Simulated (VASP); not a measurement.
# C (P6_3/mmc) in VASP: notebook

The runs below take C through single point, with PBE.

Everything below comes from runs of VASP 6.6.1. Logs are shortened: lines on timing, memory, paths and dates and some standing lists are left out, and cuts for length are marked.

### Step 1. The cell of the first run

It takes space group P6_3/mmc (No. 194, hexagonal). The conventional cell has a = 2.399 Å, b = 2.399 Å, c = 8.293 Å, α = 90.00°, β = 90.00°, γ = 120.00°. Within 1.9 Å of C (site symmetry -6m2) lie 3 C at 1.39 Å. Within 1.9 Å of C (site symmetry -6m2) lie 3 C at 1.39 Å.

### Step 2. Single point, PBE (volume scaled by 0.92)

The input, INCAR:

```
SYSTEM = C
PREC = Accurate ; ENCUT = 520
EDIFF = 1E-6 ; ISMEAR = -1
SIGMA = 0.05 ; LREAL = .False.
LASPH = .True. ; NELM = 100
ALGO = Normal ; ISIF = 2
LWAVE = .False. ; LCHARG = .True.
GGA = PE ; LELF = .True.
LVHAR = .True. ; NBANDS = 16
```

The input, KPOINTS:

```
Automatic mesh
0
Gamma
  14 14 4
  0 0 0
```

The input, POSCAR:

```
C
1.0
    2.3989550061      0.0000000000      0.0000000000
   -1.1994775031      2.0775559778      0.0000000000
    0.0000000000      0.0000000000      8.2930078745
C
4
Direct
    1.0000000000      1.0000000000      0.2500000000
    0.0000000000      0.0000000000      0.7500000000
    0.3333333333      0.6666666667      0.2500000000
    0.6666666667      0.3333333333      0.7500000000
```

Potentials or basis: VASP PAW PBE potentials, release 64 (C).

Run with:

```sh
$ cat potpaw_PBE.64/C/POTCAR > POTCAR
$ mpirun -np 1 vasp_std > vasp.out
```

OUTCAR:

```text
SYSTEM = C
   PREC = Accurate
   ENCUT = 520
   EDIFF = 1E-6
   ISMEAR = -1
   LREAL = .False.
   LASPH = .True.
   NELM = 100
   ISIF = 2
   GGA = PE

 ion  position               nearest neighbor table
   1  0.000  0.000  0.250-   3 1.39   3 1.39   3 1.39
   2  0.000  0.000  0.750-   4 1.39   4 1.39   4 1.39
   3  0.333  0.667  0.250-   1 1.39   1 1.39   1 1.39
   4  0.667  0.333  0.750-   2 1.39   2 1.39   2 1.39

  LATTYP: Found a hexagonal cell.
 ALAT       =     2.3989550061
 C/A-ratio  =     3.4569251417

  Lattice vectors:

 A1 = (   2.3989550061,   0.0000000000,   0.0000000000)
 A2 = (  -1.1994775031,   2.0775559778,   0.0000000000)
 A3 = (   0.0000000000,   0.0000000000,   8.2930078745)

Analysis of symmetry for initial positions (statically):
=====================================================================
 Subroutine PRICEL returns:
 Original cell was already a primitive cell.

 Routine SETGRP: Setting up the symmetry group for a
 hexagonal supercell.

 Subroutine GETGRP returns: Found 24 space group operations
 (whereof 12 operations were pure point group operations)
 out of a pool of 24 trial point group operations.

The static configuration has the point symmetry D_3d.
 The point group associated with its full space group is D_6h.

Analysis of symmetry for dynamics (positions and initial velocities):
=====================================================================
 Subroutine PRICEL returns:
 Original cell was already a primitive cell.

 Routine SETGRP: Setting up the symmetry group for a
 hexagonal supercell.

 Subroutine GETGRP returns: Found 24 space group operations
 (whereof 12 operations were pure point group operations)
 out of a pool of 24 trial point group operations.

The dynamic configuration has the point symmetry D_3d.
 The point group associated with its full space group is D_6h.

 Subroutine INISYM returns: Found 24 space group operations
 (whereof 12 operations are pure point group operations),
 and found     1 'primitive' translations

----------------------------------------------------------------------------------------

                                     Primitive cell

  volume of cell :      41.3320

  direct lattice vectors                    reciprocal lattice vectors
     2.398955006  0.000000000  0.000000000     0.416848168  0.240667402  0.000000000
    -1.199477503  2.077555978  0.000000000     0.000000000  0.481334804  0.000000000
[... 80 lines left out ...]
   PREC   = accura    normal or accurate (medium, high low for compatibility)
   ISTART =      0    job   : 0-new  1-cont  2-samecut
   ICHARG =      2    charge: 1-file 2-atom 10-const
   ISPIN  =      1    spin polarized calculation?
   LNONCOLLINEAR =      F non collinear calculations
   LSORBIT =      F    spin-orbit coupling
   LASPH  =      T    aspherical Exc in radial PAW
   ENCUT  =  520.0 eV  38.22 Ry    6.18 a.u.   4.46  4.46 15.42*2*pi/ulx,y,z
   NELM   =    100;   NELMIN=  2; NELMDL= -5     # of ELM steps
   EDIFF  = 0.1E-05   stopping-criterion for ELM
   LREAL  =      F    real-space projection
   EDIFFG = 0.1E-04   stopping-criterion for IOM
   NSW    =      0    number of steps for IOM
   IBRION =     -1    ionic relax: 0-MD 1-quasi-New 2-CG
   NFREE  =      0    steps in history (QN), initial steepest desc. (CG)
   ISIF   =      2    stress and relaxation
   ISYM   =      2    0-nonsym 1-usesym 2-fastsym
   POTIM  = 0.5000    time-step for ionic-motion
   TEBEG  =    0.0;   TEEND  =   0.0 temperature during run
   PSTRESS=    0.0 pullay stress
   NELECT =      16.0000    total number of electrons
   NUPDOWN=      -1.0000    fix difference up-down
   EMIN   =  10.00;   EMAX   =-10.00  energy-range for DOS
   EFERMI =   0.00;   METHOD = LEGACY
   ISMEAR =    -1;   SIGMA  =   0.05  broadening in eV -4-tet -1-fermi 0-gaus
   EFERMI_NEDOS =   21; number of points for ismear=-14 and -15
   IALGO  =     38    algorithm
   IMIX   =      4    mixing-type and parameters
     AMIX     =   0.40;   BMIX     =  1.00
     AMIX_MAG =   1.60;   BMIX_MAG =  1.00
  volume/ion in A,a.u.               =      10.33        69.73
  Fermi-wavevector in a.u.,A,eV,Ry     =   1.193125  2.254679 19.368528  1.423547
  Thomas-Fermi vector in A             =   2.329147
   LORBIT       =      0    0 simple, 1 ext, 2 COOP (PROOUT), +10 PAW based schemes
   GGA     = PE    functional components
[... 5 lines left out ...]
 non-spin polarized calculation
  energy-cutoff  :      520.00
  volume of cell :       41.33
 maximum number of plane-waves:      1146
 NGX is ok and might be reduce to    18
   NGX =  9   NGY =  9   NGZ = 31

 number of electron      16.0000004 magnetization

 Free energy of the ion-electron system (eV)
  ---------------------------------------------------
  ext. energy  EPLUGINS =         0.00000000
  ---------------------------------------------------
  free energy    TOTEN  =       -36.67760069 eV

  energy without entropy =      -36.67760021  energy(sigma->0) =      -36.67760045

 E-fermi :   3.4482     XC(G=0):  -9.0346

 val. band max:        2.8603218730   @ k =   0.3571   0.2857   0.0000
 cond. band min:       4.0619459416   @ k =   0.3571   0.2857   0.0000
 fundamental gap:      1.2016240686
 Fermi energy:         3.4481566832

 k-point     1 :       0.0000    0.0000    0.0000
  band No.  band energies     occupation
      1     -16.7642      2.00000
      2     -16.7197      2.00000
      3      -5.0061      2.00000
      4      -4.4556      2.00000
      5       0.4495      2.00000
      6       0.4495      2.00000
[... 433 lines left out ...]
      3      -9.2324      2.00000
      4      -9.2296      2.00000
      5      -7.3517      2.00000
      6      -7.3407      2.00000
[... 8 lines left out ...]
     15      16.6559      0.00000
     16      17.9102      0.00000

 [... further k-points ...]
[... 5 lines left out ...]
  --------------------------------------------------------------------------------------
  -------------------------------------------------------------------------------------
  Total        8.2363352      8.2363352      0.0091235     -0.0000000      0.0000000      0.0000000
  in kB      319.2696822    319.2696822      0.3536602     -0.0000000      0.0000000      0.0000000
  external PRESSURE =     212.9643415 kB  Pullay stress =       0.0000000 kB

 VOLUME and BASIS-vectors are now :
 -----------------------------------------------------------------------------
  energy-cutoff  :      520.00
  volume of cell :       41.33
      direct lattice vectors                 reciprocal lattice vectors
     2.398955006  0.000000000  0.000000000     0.416848168  0.240667402  0.000000000
    -1.199477503  2.077555978  0.000000000     0.000000000  0.481334804  0.000000000
     0.000000000  0.000000000  8.293007875     0.000000000  0.000000000  0.120583510

 POSITION                                       TOTAL-FORCE (eV/Angst)
 -----------------------------------------------------------------------------------
      0.00000      0.00000      2.07325        -0.000000      0.000000      0.000000
      0.00000      0.00000      6.21976         0.000000     -0.000000     -0.000000
     -0.00000      1.38504      2.07325        -0.000000      0.000000     -0.000000
      1.19948      0.69252      6.21976         0.000000     -0.000000      0.000000
 -----------------------------------------------------------------------------------
    total drift:                                0.000000     -0.000000      0.000000

  FREE ENERGIE OF THE ION-ELECTRON SYSTEM (eV)
  ---------------------------------------------------
  free  energy   TOTEN  =       -36.6776006907 eV

  energy  without entropy=      -36.6776002051  energy(sigma->0) =      -36.67760045
```

Wall time 64 s (1 thread of Intel Xeon Platinum 8259CL at 2.50GHz (Skylake/Cascade Lake), shared host); peak memory 0.16 GiB.

Results:

| Quantity | Value |
| --- | --- |
| Free energy | -36.6776 eV |
| Pressure | 21.3 GPa |
| Band gap on the k mesh | 1.20 eV, direct |

Caveat: the cell differs from its parent crystal (volume scaled by 0.92); this functional lacks dispersion, which binds the layers, so the pressure and a relaxed spacing across them are unreliable.

### Step 3. Single point, PBE (volume scaled by 0.96)

The input, INCAR:

```
SYSTEM = C
PREC = Accurate ; ENCUT = 520
EDIFF = 1E-7 ; ISMEAR = -1
SIGMA = 0.05 ; LREAL = .FALSE.
LASPH = .TRUE. ; NELM = 80
ALGO = Normal ; ISIF = 2
LWAVE = .FALSE. ; LCHARG = .FALSE.
GGA = PE ; NBANDS = 16
```

The input, KPOINTS:

```
Automatic mesh
0
G
  14 14 4
  0 0 0
```

The input, POSCAR:

```
C
1.0
    2.4332304227      0.0000000000      0.0000000000
   -1.2166152114      2.1072393593      0.0000000000
    0.0000000000      0.0000000000      8.4114954238
C
4
Direct
    1.0000000000      1.0000000000      0.2500000000
    0.0000000000      0.0000000000      0.7500000000
    0.3333333333      0.6666666667      0.2500000000
    0.6666666667      0.3333333333      0.7500000000
```

Potentials or basis: VASP PAW PBE potentials, release 64 (C).

Run with:

```sh
$ cat potpaw_PBE.64/C/POTCAR > POTCAR
$ mpirun -np 1 vasp_std > vasp.out
```

Wall time 82 s (1 thread of Intel Xeon Platinum 8259CL at 2.50GHz (Skylake/Cascade Lake), shared host); peak memory 0.16 GiB.

Results (log left out):

- Free energy: -36.8514 eV
- Pressure: 9.9 GPa
- Band gap on the k mesh: 1.16 eV, direct

Stress tensor (GPa, compression positive):
```
14.79  0.00  0.00
 0.00 14.79  0.00
 0.00  0.00  0.00
```

Levels at points of the mesh, in eV from the valence-band top:
| k point | band 6 | band 7 | band 8 | band 9 | band 10 | band 11 |
| --- | --- | --- | --- | --- | --- | --- |
| (0.00, 0.00, 0.00) | -2.45 | -2.45 | -2.45 | 3.55 | 6.99 | 9.14 |
| (0.50, 0.00, 0.00) | -5.96 | -1.95 | -1.79 | 2.17 | 2.39 | 8.31 |
| (0.00, 0.00, 0.50) | -2.45 | -2.45 | -2.45 | 4.87 | 4.87 | 9.15 |
| (0.50, 0.00, 0.50) | -5.96 | -1.87 | -1.87 | 2.26 | 2.26 | 8.34 |

Caveat: the cell differs from its parent crystal (volume scaled by 0.96); this functional lacks dispersion, which binds the layers, so the pressure and a relaxed spacing across them are unreliable.

### Step 4. Single point, PBE

This run uses another cell than the first one, of 11.23 Å³/atom, 1.087 times its volume.

The input, INCAR:

```
  ALGO = Normal
  EDIFF = 1E-6
  ENCUT = 520
  GGA = PE
  ISIF = 2
  ISMEAR = -1
  LASPH = True
  LCHARG = False
  LREAL = False
  LWAVE = False
  NBANDS = 16
  NELM = 60
  PREC = Accurate
  SIGMA = 0.05
```

The input, KPOINTS:

```
k-points
0
Gamma
  14 14 4
```

The input, POSCAR:

```
C
1.0
    2.4665664888      0.0000000000      0.0000000000
   -1.2332832444      2.1361092394      0.0000000000
    0.0000000000      0.0000000000      8.5267357088
C
4
Direct
    1.0000000000      1.0000000000      0.2500000000
    0.0000000000      0.0000000000      0.7500000000
    0.3333333333      0.6666666667      0.2500000000
    0.6666666667      0.3333333333      0.7500000000
```

Run with:

```sh
$ cat potpaw_PBE.64/C/POTCAR > POTCAR
$ mpirun -np 1 vasp_std > vasp.out
```

It took 60 s on 1 thread of Intel Xeon Platinum 8259CL at 2.50GHz (Skylake/Cascade Lake), shared host; peak memory 0.16 GiB.

The run converged. Its results:

```
Free energy            : -36.9080 eV
Pressure               : 0.3 GPa
Band gap on the k mesh : 1.13 eV, direct
```

Stress tensor (GPa, compression positive):
```
 0.52  0.00  0.00
 0.00  0.52  0.00
 0.00  0.00 -0.01
```

Levels at points of the mesh, in eV from the valence-band top:
| k point | band 4 | band 5 | band 6 | band 7 | band 8 | band 9 | band 10 | band 11 | band 12 | band 13 |
| --- | --- | --- | --- | --- | --- | --- | --- | --- | --- | --- |
| (0.00, 0.00, 0.00) | -6.81 | -2.49 | -2.49 | -2.49 | -2.49 | 3.64 | 6.95 | 8.86 | 8.86 | 8.86 |
| (0.50, 0.00, 0.00) | -12.67 | -5.86 | -5.86 | -1.88 | -1.73 | 2.14 | 2.35 | 7.89 | 7.94 | 11.17 |
| (0.00, 0.00, 0.50) | -7.06 | -2.49 | -2.49 | -2.49 | -2.49 | 4.90 | 4.90 | 8.86 | 8.86 | 8.86 |
| (0.50, 0.00, 0.50) | -12.68 | -5.86 | -5.86 | -1.80 | -1.80 | 2.23 | 2.23 | 7.92 | 7.92 | 12.01 |

Caveat: this functional lacks dispersion, which binds the layers, so the pressure and a relaxed spacing across them are unreliable.

### Step 5. Single point, PBE

This run uses another cell than the first one, of 11.23 Å³/atom, 1.087 times its volume.

The input, INCAR:

```
SYSTEM = C
  ALGO = Normal
  EDIFF = 1E-6
  ENCUT = 520
  GGA = PE
  ISIF = 2
  ISMEAR = -1
  LASPH = .True.
  LCHARG = .False.
  LREAL = .False.
  LWAVE = .False.
  NBANDS = 16
  NELM = 100
  PREC = Accurate
  SIGMA = 0.05
```

The input, KPOINTS:

```
k-points
0
Gamma
  14 14 4
  0 0 0
```

POSCAR is that of step 4.

Run with:

```sh
$ cat potpaw_PBE.64/C/POTCAR > POTCAR
$ mpirun -np 1 vasp_std > vasp.out
```

Wall time 62 s (1 thread of Intel Xeon Platinum 8259CL at 2.50GHz (Skylake/Cascade Lake), shared host); peak memory 0.16 GiB.

The run converged. Its results:

```
Free energy            : -36.9080 eV
Pressure               : 0.3 GPa
Band gap on the k mesh : 1.13 eV, direct
```

Stress tensor (GPa, compression positive):
```
 0.52  0.00  0.00
 0.00  0.52  0.00
 0.00  0.00 -0.01
```

Levels at points of the mesh, in eV from the valence-band top:
| k point | band 4 | band 5 | band 6 | band 7 | band 8 | band 9 | band 10 | band 11 | band 12 | band 13 |
| --- | --- | --- | --- | --- | --- | --- | --- | --- | --- | --- |
| (0.00, 0.00, 0.00) | -6.81 | -2.49 | -2.49 | -2.49 | -2.49 | 3.64 | 6.95 | 8.86 | 8.86 | 8.86 |
| (0.50, 0.00, 0.00) | -12.67 | -5.86 | -5.86 | -1.88 | -1.73 | 2.14 | 2.35 | 7.89 | 7.94 | 11.17 |
| (0.00, 0.00, 0.50) | -7.06 | -2.49 | -2.49 | -2.49 | -2.49 | 4.90 | 4.90 | 8.86 | 8.86 | 8.86 |
| (0.50, 0.00, 0.50) | -12.68 | -5.86 | -5.86 | -1.80 | -1.80 | 2.23 | 2.23 | 7.92 | 7.92 | 12.01 |

Caveat: this functional lacks dispersion, which binds the layers, so the pressure and a relaxed spacing across them are unreliable.

### Step 6. Single point, PBE (volume scaled by 1.04)

The input, INCAR:

```
SYSTEM = C
  ALGO = Normal
  EDIFF = 1E-6
  ENCUT = 520
  GGA = PE
  ISIF = 2
  ISMEAR = -1
  LASPH = .TRUE.
  LCHARG = .FALSE.
  LREAL = .FALSE.
  LWAVE = .FALSE.
  NBANDS = 16
  NELM = 80
  PREC = Accurate
  SIGMA = 0.05
```

The input, KPOINTS:

```
k-points
0
G
  14 14 4
  0 0 0
```

The input, POSCAR:

```
C
1.0
    2.4990250333      0.0000000000      0.0000000000
   -1.2495125166      2.1642191635      0.0000000000
    0.0000000000      0.0000000000      8.6389424672
C
4
Direct
    1.0000000000      1.0000000000      0.2500000000
    0.0000000000      0.0000000000      0.7500000000
    0.3333333333      0.6666666667      0.2500000000
    0.6666666667      0.3333333333      0.7500000000
```

Potentials or basis: VASP PAW PBE potentials, release 64 (C).

Run with:

```sh
$ cat potpaw_PBE.64/C/POTCAR > POTCAR
$ mpirun -np 1 vasp_std > vasp.out
```

Run time: 72 s. Hardware: 1 thread of Intel Xeon Platinum 8259CL at 2.50GHz (Skylake/Cascade Lake), shared host; peak memory 0.17 GiB.

The run converged. Its results:

```
Free energy            : -36.8670 eV
Pressure               : -7.6 GPa
Band gap on the k mesh : 1.10 eV, direct
```

Stress tensor (GPa, compression positive):
```
-11.39   0.00   0.00
  0.00 -11.39   0.00
  0.00   0.00  -0.03
```

Levels at points of the mesh, in eV from the valence-band top:
```tsv
k point	band 6	band 7	band 8	band 9	band 10	band 11
(0.00, 0.00, 0.00)	-2.52	-2.52	-2.52	3.72	6.91	8.59
(0.50, 0.00, 0.00)	-5.77	-1.81	-1.68	2.11	2.30	7.50
(0.00, 0.00, 0.50)	-2.52	-2.52	-2.52	4.94	4.94	8.59
(0.50, 0.00, 0.50)	-5.77	-1.74	-1.74	2.19	2.19	7.52
```

Caveat: the cell differs from its parent crystal (volume scaled by 1.04); this functional lacks dispersion, which binds the layers, so the pressure and a relaxed spacing across them are unreliable. A k mesh can miss the band edges.

### Step 7. Overview

| cell | gap on the mesh (eV) | pressure (GPa) |
| --- | --- | --- |
| a = 2.399, b = 2.399, c = 8.293 Å, angles 90.0, 90.0, 120.0°, 4 atoms | 1.20 | 21.3 |
| a = 2.433, b = 2.433, c = 8.411 Å, angles 90.0, 90.0, 120.0°, 4 atoms | 1.16 | 9.9 |
| a = 2.467, b = 2.467, c = 8.527 Å, angles 90.0, 90.0, 120.0°, 4 atoms | 1.13 | 0.3 |
| a = 2.499, b = 2.499, c = 8.639 Å, angles 90.0, 90.0, 120.0°, 4 atoms | 1.10 | -7.6 |

Alike in all rows: task single point; level PBE; potentials or basis VASP PAW PBE potentials, release 64 (C); no spin polarisation; k mesh 14 × 14 × 4; cutoff (eV) 520; smearing fermi-dirac 0.05 eV.

Caveats: this functional lacks dispersion, which binds the layers, so the pressure and a relaxed spacing across them are unreliable.

Total energies depend on the potentials used, so only differences within one code and one set of settings carry meaning.
